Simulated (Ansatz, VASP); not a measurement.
Ge in VASP and in Ansatz

```
Ge
1.0
     6.04630    0.00000    0.00000
     0.00000    6.04630    0.00000
     0.00000    0.00000    7.11690
Ge
12
Direct
  0.08698 0.08698 0.00000
  0.41302 0.58698 0.75000
  0.91302 0.91302 0.50000
  0.58698 0.41302 0.25000
  0.17101 0.37052 0.25185
  0.12948 0.67101 0.00185
  0.82899 0.62948 0.75185
  0.87052 0.32899 0.50185
  0.67101 0.12948 0.99815
  0.62948 0.82899 0.24815
  0.32899 0.87052 0.49815
  0.37052 0.17101 0.74815
```

Change from the starting cell: volume scaled by 1.06, ions relaxed.

Alike in both runs: functional PBE; k mesh 8 × 8 × 7; occupations fermi-dirac, width 0.02 eV; no spin polarisation.

Ansatz relaxed the structure, and its values are those at the end. VASP's run is a single point on that final structure, the one shown.

```csv
,VASP,Ansatz
version,VASP 6.6.1,Ansatz 0.2.0
potentials or method,"VASP PAW PBE potentials, release 64 (Ge_d)","plane-wave PAW, scalar-relativistic"
plane-wave cutoff (eV),500,420
valence electrons in the cell,168,168
```

```tsv
	VASP	Ansatz	Ansatz less VASP
pressure (GPa)	-0.5	-0.4	+0.07
```

Ansatz's warnings: stress scf threshold loose.
